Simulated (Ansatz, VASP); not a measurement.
## One calculation of InGa26As27, two programs

```
In Ga As
1.0
     0.00000    8.48055    8.48055
     8.48055    0.00000    8.48055
     8.48055    8.48055    0.00000
In Ga As
1 26 27
Direct
  0.00035 0.99984 0.99949
  0.00015 0.99992 0.33470
  0.00004 0.00008 0.66439
  0.00011 0.33486 0.00014
  0.99963 0.33352 0.33332
  0.99985 0.33496 0.66494
  0.00017 0.66497 0.00008
  0.00001 0.66473 0.33520
  0.00039 0.66637 0.66674
  0.33516 0.00011 0.00012
  0.33350 0.99972 0.33343
  0.33512 0.99996 0.66479
  0.33329 0.33350 0.99975
  0.33338 0.33331 0.33360
  0.33311 0.33293 0.66685
  0.33507 0.66475 0.00033
  0.33318 0.66686 0.33305
  0.33302 0.66689 0.66696
  0.66490 0.00030 0.99993
  0.66492 0.00002 0.33493
  0.66647 0.00035 0.66652
  0.66471 0.33500 0.00025
  0.66702 0.33306 0.33299
  0.66691 0.33303 0.66684
  0.66673 0.66660 0.00039
  0.66697 0.66695 0.33305
  0.66640 0.66654 0.66667
  0.08795 0.08754 0.08749
  0.08325 0.08322 0.41631
  0.08796 0.08774 0.73615
  0.08311 0.41693 0.08310
  0.08310 0.41670 0.41694
  0.08317 0.41637 0.75019
  0.08801 0.73656 0.08784
  0.08327 0.74997 0.41664
  0.08318 0.75017 0.75013
  0.41689 0.08333 0.08321
  0.41695 0.08310 0.41677
  0.41650 0.08307 0.75021
  0.41671 0.41670 0.08339
  0.41681 0.41667 0.41667
  0.41665 0.41665 0.74985
  0.41665 0.75022 0.08322
  0.41673 0.74984 0.41674
  0.41639 0.75002 0.75038
  0.73700 0.08773 0.08758
  0.75019 0.08311 0.41649
  0.75014 0.08319 0.75001
  0.75017 0.41659 0.08312
  0.74979 0.41677 0.41667
  0.74988 0.41652 0.75031
  0.75021 0.75035 0.08314
  0.75007 0.75010 0.41670
  0.75004 0.74995 0.75000
```

Alike in both runs: task single point; functional PBE; k mesh 1 × 1 × 1; occupations gaussian, width 0.05 eV; collinear spin.

|  | VASP | Ansatz |
| --- | --- | --- |
| version | VASP 6.6.1 | Ansatz 0.2.0 |
| potentials or method | VASP PAW PBE potentials, release 64 (In_d, Ga_d, As), cutoff 400 eV | scalar-relativistic, plane waves, PAW |
| valence electrons in the cell | 486 | 756 |

|  | VASP | Ansatz | Ansatz less VASP |
| --- | --- | --- | --- |
| gap on the k mesh at the Fermi level (eV) | 0.50 | 0.49 | -0.004 |
| rms of the force components (eV/Å) | 0.017 | 0.017 | +0.0005 |
| net moment per atom (μB) | 0.00 | 0.00 | 0.000 |

Atom by atom the forces differ by 0.002 eV/Å (rms over components). VASP's potentials hold 486 valence electrons a cell and Ansatz's 756, so a difference there can come from the potentials and not from the codes. Ansatz's warnings: stability check not made.
